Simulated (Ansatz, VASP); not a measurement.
**Two plane-wave programs on BaTiO3**

```
CELL_PARAMETERS angstrom
4.02088 0.00000 0.00000
0.00000 4.02088 0.00000
0.00000 0.00000 4.02088
ATOMIC_POSITIONS crystal
Ba 0.50000 0.50000 0.50000
Ti 0.00000 0.00000 0.00000
O 0.50000 0.00000 0.00000
O 0.00000 0.50000 0.00000
O 0.00000 0.00000 0.50000
```

Alike in both runs: functional r2SCAN; k mesh 8 × 8 × 8; occupations fermi-dirac, width 0.02 eV; no spin polarisation.

Ansatz relaxed the structure, and its values are those at the end. VASP's run is a single point on that final structure, the one shown.

```csv
,VASP,Ansatz
version,VASP 6.6.1,Ansatz 0.2.0
potentials or method,"VASP PAW PBE potentials, release 64 (Ba_sv, Ti_sv, O), cutoff 520 eV",PAW plane waves
valence electrons in the cell,40,40
```

|  | VASP | Ansatz | Ansatz less VASP |
| --- | --- | --- | --- |
| gap on the k mesh at the Fermi level (eV) | 2.10 | 2.13 | +0.026 |
| pressure (GPa) | -1.6 | -3.4 | -1.78 |

VASP's potentials were made for PBE, not for r2SCAN. Ansatz's warnings: stress scf threshold loose.

Spin-orbit coupling is off throughout.
